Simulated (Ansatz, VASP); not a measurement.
## GaBi2Sb3S: VASP beside Ansatz

```xyz
7
Lattice="5.8827 0.0000 0.0000 0.0000 5.8827 0.0000 0.0000 0.0000 6.2567" Properties=species:S:1:pos:R:3 pbc="T T T"
Ga    2.9413    2.9413    0.0000
Sb    0.0000    2.9413    3.1284
Sb    2.9413    0.0000    3.1284
Sb    0.0000    0.0000    3.1284
Bi    0.0000    2.9413    0.0000
Bi    2.9413    0.0000    0.0000
S     0.0000    0.0000    0.0000
```

Alike in both runs: functional PBE; k mesh 2 × 2 × 2; occupations gaussian, width 0.15 eV; no spin polarisation.

Ansatz relaxed the structure, and its values are those at the end. VASP's run is a single point on that final structure, the one shown.

```csv
,VASP,Ansatz
version,VASP 6.6.1,Ansatz 0.2.0
potentials or method,"VASP PAW PBE potentials, release 64 (Ga_d, Sb, Bi_d, S), cutoff 500 eV","scalar-relativistic, plane waves, PAW"
valence electrons in the cell,64,94
```

VASP gave:

```
gap on the k mesh at the Fermi level (eV) : none
pressure (GPa)                            : 0.0
```

Task: What did Ansatz give for the same quantities?

Result: gap on the k mesh at the Fermi level (eV): none; pressure (GPa): 0.1.

A gap of «none» marks a metal or a gap that the smearing closes. The functional is the same, so the differences come from potentials, cutoffs and numerics. VASP's potentials hold 64 valence electrons a cell and Ansatz's 94, so a difference there can come from the potentials and not from the codes.

The k mesh is coarse, so the values compare programs but aren't converged. Neither program's run includes spin-orbit coupling.
